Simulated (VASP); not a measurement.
A run of VASP 6.6.1:

INCAR

```
PREC = Accurate
ENCUT = 520
EDIFF = 1E-6
ISMEAR = 0
SIGMA = 0.05
LREAL = F
LASPH = T
NELM = 60
ALGO = Normal
ISIF = 2
LWAVE = F
LCHARG = F
GGA = PE
NBANDS = 15
```

KPOINTS

```
Automatic mesh
0
Gamma
  8 8 8
```

POSCAR

```
KCl
1.0
    0.0000000000      3.1051862581      3.2604455710
    3.1051862581      0.0000000000      3.2604455710
    3.1051862581      3.1051862581      0.0000000000
K Cl
1 1
Direct
    0.0000000000      0.0000000000      0.0000000000
    0.5000000000      0.5000000000      0.5000000000
```

Potentials or basis: VASP PAW PBE potentials, release 64 (K_sv, Cl).

Launch:

```console
$ cat potpaw_PBE.64/K_sv/POTCAR potpaw_PBE.64/Cl/POTCAR > POTCAR
$ mpirun -np 1 vasp_std > vasp.out
```

Hardware: 1 thread of Intel Xeon 8259CL, on a shared host.

Q: How long does it take, and how much memory?

A: It took 79 s on 1 thread of Intel Xeon 8259CL, with other jobs on the host, peak memory 0.23 GiB. Counts: scf iterations 13, k points 59.
